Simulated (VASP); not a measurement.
# Mo (Im-3m) in VASP: notebook

Runs on Mo. Level: PBEsol. Tasks: single point, relaxation of cell and atoms.

Everything below comes from runs of VASP 6.6.1. Logs are shortened: lines on timing, memory, paths and dates and some standing lists are left out, and cuts for length are marked.

### Step 1. The cell of the first run

Symmetry: Im-3m, No. 229, cubic system. The conventional cell has a = 3.111 Å, b = 3.111 Å, c = 3.111 Å, α = 90.00°, β = 90.00°, γ = 90.00°. Mo (site symmetry m-3m) has 14 Mo at 2.69 to 3.11 Å within 3.6 Å.

### Step 2. Single point, PBEsol

File INCAR:

```
SYSTEM = Mo
PREC = Accurate
ENCUT = 520
EDIFF = 1E-6
ISMEAR = 0
SIGMA = 0.1
LREAL = .False.
LASPH = .True.
NELM = 80
ALGO = Normal
ISIF = 2
LWAVE = .False.
LCHARG = .False.
GGA = PS
NBANDS = 13
```

File KPOINTS:

```
regular mesh
0
Gamma
  18 18 18
  0 0 0
```

File POSCAR:

```
Mo
1.0
   -1.5556700721      1.5556700721      1.5556700721
    1.5556700721     -1.5556700721      1.5556700721
    1.5556700721      1.5556700721     -1.5556700721
Mo
1
Direct
    0.0000000000      0.0000000000      0.0000000000
```

Potentials or basis: VASP PAW PBE potentials, release 64 (Mo_sv).

Command:

```
> cat potpaw_PBE.64/Mo_sv/POTCAR > POTCAR
> mpirun -np 1 vasp_std > vasp.out
```

OUTCAR:

```text
SYSTEM = Mo
   PREC = Accurate
   ENCUT = 520
   EDIFF = 1E-6
   ISMEAR = 0
   LREAL = .False.
   LASPH = .True.
   NELM = 80
   ISIF = 2
   GGA = PS

 ion  position               nearest neighbor table
   1  0.000  0.000  0.000-

  LATTYP: Found a body centered cubic cell.
 ALAT       =     3.1113401442

  Lattice vectors:

 A1 = (  -1.5556700721,   1.5556700721,   1.5556700721)
 A2 = (   1.5556700721,  -1.5556700721,   1.5556700721)
 A3 = (   1.5556700721,   1.5556700721,  -1.5556700721)

Analysis of symmetry for initial positions (statically):
=====================================================================
 Subroutine PRICEL returns:
 Original cell was already a primitive cell.

 Routine SETGRP: Setting up the symmetry group for a
 body centered cubic supercell.

 Subroutine GETGRP returns: Found 48 space group operations
 (whereof 48 operations were pure point group operations)
 out of a pool of 48 trial point group operations.

The static configuration has the point symmetry O_h .

Analysis of symmetry for dynamics (positions and initial velocities):
=====================================================================
 Subroutine PRICEL returns:
 Original cell was already a primitive cell.

 Routine SETGRP: Setting up the symmetry group for a
 body centered cubic supercell.

 Subroutine GETGRP returns: Found 48 space group operations
 (whereof 48 operations were pure point group operations)
 out of a pool of 48 trial point group operations.

The dynamic configuration has the point symmetry O_h .

 Subroutine INISYM returns: Found 48 space group operations
 (whereof 48 operations are pure point group operations),
 and found     1 'primitive' translations

----------------------------------------------------------------------------------------

                                     Primitive cell

  volume of cell :      15.0596

  direct lattice vectors                    reciprocal lattice vectors
    -1.555670072  1.555670072  1.555670072     0.000000000  0.321404910  0.321404910
     1.555670072 -1.555670072  1.555670072     0.321404910  0.000000000  0.321404910
     1.555670072  1.555670072 -1.555670072     0.321404910  0.321404910  0.000000000

  length of vectors
     2.694499605  2.694499605  2.694499605     0.454535183  0.454535183  0.454535183

  position of ions in fractional coordinates (direct lattice)
     0.000000000  0.000000000  0.000000000

  ion indices of the primitive-cell ions
   primitive index   ion index
                 1           1

----------------------------------------------------------------------------------------

 KPOINTS: regular mesh

Automatic generation of k-mesh.
 Grid dimensions read from file:
 generate k-points for:   18   18   18

 Generating k-lattice:

  Cartesian coordinates                     Fractional coordinates (reciprocal lattice)
     0.000000000  0.017855828  0.017855828     0.055555556  0.000000000  0.000000000
     0.017855828  0.000000000  0.017855828     0.000000000  0.055555556  0.000000000
     0.017855828  0.017855828  0.000000000     0.000000000  0.000000000  0.055555556

  Length of vectors
     0.025251955  0.025251955  0.025251955

  Shift w.r.t. Gamma in fractional coordinates (k-lattice)
     0.000000000  0.000000000  0.000000000

 Subroutine IBZKPT returns following result:
 ===========================================

 Found    195 irreducible k-points:

 Following reciprocal coordinates:
            Coordinates               Weight
  0.000000  0.000000  0.000000      1.000000
  0.055556  0.000000  0.000000     12.000000
  0.111111  0.000000  0.000000     12.000000
  0.166667  0.000000  0.000000     12.000000
  0.222222  0.000000  0.000000     12.000000
  0.277778  0.000000  0.000000     12.000000
[... 16 lines left out ...]
  0.333333  0.111111  0.000000     48.000000
  0.388889  0.111111  0.000000     48.000000
 [... further k-points ...]
   k-points           NKPTS =    195   k-points in BZ     NKDIM =    195   number of bands    NBANDS=     13
   number of dos      NEDOS =    301   number of ions     NIONS =      1
   total plane-waves  NPLWV =   8000
   dimension x,y,z NGX =    20 NGY =   20 NGZ =   20
   dimension x,y,z NGXF=    40 NGYF=   40 NGZF=   40
   ions per type =               1
   NGX,Y,Z   is equivalent  to a cutoff of  12.34, 12.34, 12.34 a.u.
   NGXF,Y,Z  is equivalent  to a cutoff of  24.68, 24.68, 24.68 a.u.
 SYSTEM =  Mo
   PREC   = accura    normal or accurate (medium, high low for compatibility)
   ISTART =      0    job   : 0-new  1-cont  2-samecut
   ICHARG =      2    charge: 1-file 2-atom 10-const
   ISPIN  =      1    spin polarized calculation?
   LNONCOLLINEAR =      F non collinear calculations
   LSORBIT =      F    spin-orbit coupling
   LASPH  =      T    aspherical Exc in radial PAW
   ENCUT  =  520.0 eV  38.22 Ry    6.18 a.u.   5.01  5.01  5.01*2*pi/ulx,y,z
   NELM   =     80;   NELMIN=  2; NELMDL= -5     # of ELM steps
   EDIFF  = 0.1E-05   stopping-criterion for ELM
   LREAL  =      F    real-space projection
   EDIFFG = 0.1E-04   stopping-criterion for IOM
   NSW    =      0    number of steps for IOM
   IBRION =     -1    ionic relax: 0-MD 1-quasi-New 2-CG
   NFREE  =      0    steps in history (QN), initial steepest desc. (CG)
   ISIF   =      2    stress and relaxation
   ISYM   =      2    0-nonsym 1-usesym 2-fastsym
   POTIM  = 0.5000    time-step for ionic-motion
   TEBEG  =    0.0;   TEEND  =   0.0 temperature during run
   PSTRESS=    0.0 pullay stress
   NELECT =      14.0000    total number of electrons
   NUPDOWN=      -1.0000    fix difference up-down
   EMIN   =  10.00;   EMAX   =-10.00  energy-range for DOS
   EFERMI =   0.00;   METHOD = LEGACY
   ISMEAR =     0;   SIGMA  =   0.10  broadening in eV -4-tet -1-fermi 0-gaus
   EFERMI_NEDOS =   21; number of points for ismear=-14 and -15
   IALGO  =     38    algorithm
   IMIX   =      4    mixing-type and parameters
     AMIX     =   0.40;   BMIX     =  1.00
     AMIX_MAG =   1.60;   BMIX_MAG =  1.00
  volume/ion in A,a.u.               =      15.06       101.63
  Fermi-wavevector in a.u.,A,eV,Ry     =   1.597767  3.019341 34.733745  2.552858
  Thomas-Fermi vector in A             =   2.695321
   LORBIT       =      0    0 simple, 1 ext, 2 COOP (PROOUT), +10 PAW based schemes
   GGA     = PS    functional components
   LHFCALC =     F    Hartree Fock is set to
   AEXX    =    0.0000 exact exchange contribution
   IVDW    =     0    specifies the selected vdW correction
   LEPSILON=     F    determine dielectric tensor
   LRPA    =     F    only Hartree local field effects (RPA)
 non-spin polarized calculation
 Gauss-broadening in eV      SIGMA  =   0.10
  energy-cutoff  :      520.00
  volume of cell :       15.06
 maximum number of plane-waves:       420
   NGX =  9   NGY =  9   NGZ =  9

 number of electron      13.9999997 magnetization

 Free energy of the ion-electron system (eV)
  ---------------------------------------------------
  ext. energy  EPLUGINS =         0.00000000
  ---------------------------------------------------
  free energy    TOTEN  =       -11.77284734 eV

  energy without entropy =      -11.77069187  energy(sigma->0) =      -11.77176961

 E-fermi :  13.0979     XC(G=0): -13.7405

 val. band max:       13.0901091710   @ k =  -0.3889   0.4444   0.2778
 cond. band min:      13.1253497346   @ k =   0.3889   0.1111   0.0000
 fundamental gap:      0.0352405636
 Fermi energy:        13.0979432463

 k-point     1 :       0.0000    0.0000    0.0000
  band No.  band energies     occupation
      1     -48.1280      2.00000
      2     -21.3232      2.00000
      3     -21.3232      2.00000
      4     -21.3232      2.00000
      5       5.6690      2.00000
      6      11.6326      2.00000
      7      11.6326      2.00000
      8      11.6326      2.00000
      9      14.7888      0.00000
     10      14.7888      0.00000
     11      27.9344      0.00000
     12      27.9344      0.00000
     13      27.9344      0.00000

 k-point     2 :       0.0556    0.0000    0.0000
  band No.  band energies     occupation
      1     -48.1189      2.00000
      2     -21.3748      2.00000
      3     -21.3389      2.00000
      4     -21.3236      2.00000
      5       5.8126      2.00000
      6      11.5498      2.00000
      7      11.6192      2.00000
      8      11.7681      2.00000
      9      14.6631      0.00000
     10      14.7904      0.00000
     11      28.0466      0.00000
     12      28.1768      0.00000
     13      28.2365      0.00000

 k-point     3 :       0.1111    0.0000    0.0000
  band No.  band energies     occupation
      1     -48.0926      2.00000
      2     -21.5218      2.00000
      3     -21.3841      2.00000
      4     -21.3249      2.00000
      5       6.2211      2.00000
      6      11.3202      2.00000
      7      11.5602      2.00000
      8      12.1689      2.00000
      9      14.3888      0.00000
     10      14.8009      0.00000
     11      28.3199      0.00000
     12      28.8833      0.00000
     13      28.9960      0.00000

 k-point     4 :       0.1667    0.0000    0.0000
  band No.  band energies     occupation
      1     -48.0521      2.00000
      2     -21.7428      2.00000
      3     -21.4525      2.00000
      4     -21.3269      2.00000
      5       6.8176      2.00000
      6      10.9908      2.00000
      7      11.4391      2.00000
      8      12.8183      1.99992
      9      14.1802      0.00000
     10      14.8346      0.00000
     11      28.5337      0.00000
     12      29.7853      0.00000
     13      29.9994      0.00000

 k-point     5 :       0.2222    0.0000    0.0000
  band No.  band energies     occupation
      1     -48.0019      2.00000
      2     -22.0074      2.00000
      3     -21.5355      2.00000
      4     -21.3293      2.00000
      5       7.4372      2.00000
      6      10.6176      2.00000
      7      11.3699      2.00000
      8      13.6858      0.00000
      9      14.1719      0.00000
     10      14.9062      0.00000
     11      28.3351      0.00000
     12      29.9616      0.00000
     13      31.4550      0.00000
[... 257 lines left out ...]
 k-point    22 :       0.2778    0.1111    0.0000
  band No.  band energies     occupation
      1     -47.8835      2.00000
      2     -22.5305      2.00000
      3     -21.7382      2.00000
      4     -21.4006      2.00000
      5       8.2440      2.00000
      6       9.9990      2.00000
      7      11.6782      2.00000
      8      14.2886      0.00000
      9      15.4643      0.00000
     10      16.6718      0.00000
     11      26.9740      0.00000
     12      28.1146      0.00000
     13      32.8030      0.00000

 k-point    23 :       0.3333    0.1111    0.0000
  band No.  band energies     occupation
      1     -47.8440      2.00000
      2     -22.7009      2.00000
      3     -21.8183      2.00000
      4     -21.4046      2.00000
      5       8.0848      2.00000
      6       9.7827      2.00000
      7      12.4700      2.00000
      8      14.5823      0.00000
      9      15.6492      0.00000
     10      17.8511      0.00000
     11      26.0715      0.00000
     12      26.8710      0.00000
     13      31.4946      0.00000

 k-point    24 :       0.3889    0.1111    0.0000
  band No.  band energies     occupation
      1     -47.8180      2.00000
      2     -22.8107      2.00000
      3     -21.8705      2.00000
      4     -21.4070      2.00000
      5       7.9302      2.00000
      6       9.6499      2.00000
      7      13.1253      0.69832
      8      14.7105      0.00000
      9      15.9245      0.00000
     10      18.7743      0.00000
     11      25.2678      0.00000
     12      26.0347      0.00000
     13      30.5365      0.00000

 [... further k-points ...]

------------------------ aborting loop because EDIFF is reached ----------------------------------------

  FORCE on cell =-STRESS in cart. coord.  units (eV):
  Direction    XX          YY          ZZ          XY          YZ          ZX
  --------------------------------------------------------------------------------------
  -------------------------------------------------------------------------------------
  Total        0.5310309      0.5310309      0.5310309      0.0000000      0.0000000      0.0000000
  in kB       56.4960247     56.4960247     56.4960247      0.0000000      0.0000000      0.0000000
  external PRESSURE =      56.4960247 kB  Pullay stress =       0.0000000 kB

 VOLUME and BASIS-vectors are now :
 -----------------------------------------------------------------------------
  energy-cutoff  :      520.00
  volume of cell :       15.06
      direct lattice vectors                 reciprocal lattice vectors
    -1.555670072  1.555670072  1.555670072     0.000000000  0.321404910  0.321404910
     1.555670072 -1.555670072  1.555670072     0.321404910  0.000000000  0.321404910
     1.555670072  1.555670072 -1.555670072     0.321404910  0.321404910  0.000000000

 POSITION                                       TOTAL-FORCE (eV/Angst)
 -----------------------------------------------------------------------------------
      0.00000      0.00000      0.00000         0.000000      0.000000     -0.000000
 -----------------------------------------------------------------------------------
    total drift:                                0.000000     -0.000000      0.000000

  FREE ENERGIE OF THE ION-ELECTRON SYSTEM (eV)
  ---------------------------------------------------
  free  energy   TOTEN  =       -11.7728473432 eV

  energy  without entropy=      -11.7706918690  energy(sigma->0) =      -11.77176961
```

Run time: 9.9 s. Hardware: 1 thread of Intel Xeon 6975P-C (Granite Rapids), shared host; peak memory 0.14 GiB.

What came out:

| Property | Result |
| --- | --- |
| Free energy | -11.7728 eV |
| Pressure | 5.6 GPa |
| Band gap on the k mesh | zero (band 7 reaches 17.30 eV, above the bottom of band 8 at 11.63 eV) |

Caveat: the PAW data sets were made with another functional, which shifts forces and pressure a little.

### Step 3. Single point, PBEsol

This run uses another cell than the first one, of 15.43 Å³/atom, 1.025 times its volume.

File INCAR:

```
SYSTEM = Mo
ALGO     = Fast           ! electronic algorithm
EDIFF    = 1E-6           ! SCF threshold, eV
ENCUT    = 520            ! plane-wave cutoff, eV
GGA      = PS             ! functional
ISIF     = 2              ! what is computed and relaxed
ISMEAR   = 0              ! smearing method
LASPH    = .TRUE.         ! aspherical terms in the spheres
LCHARG   = .FALSE.        ! write CHGCAR
LREAL    = .FALSE.        ! projectors in reciprocal space
LWAVE    = .FALSE.        ! write WAVECAR
NBANDS   = 13             ! bands
NELM     = 60             ! most SCF steps
PREC     = Accurate       ! precision mode
SIGMA    = 0.1            ! smearing width, eV
```

File KPOINTS:

```
k-points
0
G
  18 18 18
  0 0 0
```

File POSCAR:

```
Mo
1.0
   -1.5684248821      1.5684248821      1.5684248821
    1.5684248821     -1.5684248821      1.5684248821
    1.5684248821      1.5684248821     -1.5684248821
Mo
1
Direct
    0.0000000000      0.0000000000      0.0000000000
```

Potentials or basis: VASP PAW PBE potentials, release 64 (Mo_sv).

Command:

```
> cat potpaw_PBE.64/Mo_sv/POTCAR > POTCAR
> mpirun -np 1 vasp_std > vasp.out
```

It took 12 s on 1 thread of Intel Xeon 6975P-C (Granite Rapids), shared host; peak memory 0.15 GiB.

Results (log left out):

- Free energy: -11.7777 eV
- Pressure: -1.5 GPa
- Band gap on the k mesh: zero (band 7 reaches 16.76 eV, above the bottom of band 8 at 11.28 eV)

Levels at points of the mesh, in eV from the Fermi level:
```tsv
k point	band 4	band 5	band 6	band 7	band 8	band 9	band 10	band 11
(0.00, 0.00, 0.00)	-34.47	-7.34	-1.41	-1.41	-1.41	1.65	1.65	14.81
(0.50, 0.00, 0.00)	-34.48	-5.45	-3.49	1.64	1.70	2.33	4.85	11.81
(0.50, 0.50, 0.50)	-35.48	-5.59	-5.59	4.07	4.07	4.07	9.10	9.10
```

Caveat: the PAW data sets were made with another functional, which shifts forces and pressure a little.

### Step 4. Single point, PBEsol

This run uses another cell than the first one, of 15.22 Å³/atom, 1.010 times its volume.

File INCAR:

```
SYSTEM = Mo
ALGO = Fast
EDIFF = 1E-7
ENCUT = 520
GGA = PS
ISIF = 2
ISMEAR = 0
LASPH = .True.
LCHARG = .True.
LELF = .True.
LREAL = .False.
LVHAR = .True.
LWAVE = .False.
NBANDS = 13
NELM = 60
PREC = Accurate
SIGMA = 0.1
```

File KPOINTS:

```
k-points
0
Gamma
  18 18 18
  0 0 0
```

File POSCAR:

```
Mo
1.0
   -1.5610126755      1.5610126755      1.5610126755
    1.5610126755     -1.5610126755      1.5610126755
    1.5610126755      1.5610126755     -1.5610126755
Mo
1
Direct
    0.0000000000      0.0000000000      0.0000000000
```

Command:

```
> cat potpaw_PBE.64/Mo_sv/POTCAR > POTCAR
> mpirun -np 1 vasp_std > vasp.out
```

It took 12 s on 1 thread of Intel Xeon 6975P-C (Granite Rapids), shared host; peak memory 0.15 GiB.

Results (log left out):

| Quantity | Value |
| --- | --- |
| Free energy | -11.7769 eV |
| Pressure | 2.6 GPa |
| Band gap on the k mesh | zero (band 7 reaches 17.07 eV, above the bottom of band 8 at 11.48 eV) |

Levels at points of the mesh, in eV from the Fermi level:
| k point | band 3 | band 4 | band 5 | band 6 | band 7 | band 8 | band 9 | band 10 | band 11 | band 12 |
| --- | --- | --- | --- | --- | --- | --- | --- | --- | --- | --- |
| (0.00, 0.00, 0.00) | -34.44 | -34.44 | -7.39 | -1.44 | -1.44 | -1.44 | 1.68 | 1.68 | 14.83 | 14.83 |
| (0.50, 0.00, 0.00) | -34.93 | -34.46 | -5.54 | -3.56 | 1.69 | 1.73 | 2.38 | 4.95 | 11.96 | 12.04 |
| (0.50, 0.50, 0.50) | -35.50 | -35.50 | -5.70 | -5.70 | 4.15 | 4.15 | 4.15 | 9.21 | 9.21 | 9.21 |

Caveat: the PAW data sets were made with another functional, which shifts forces and pressure a little.

(Part 1 of 2 ends here.)
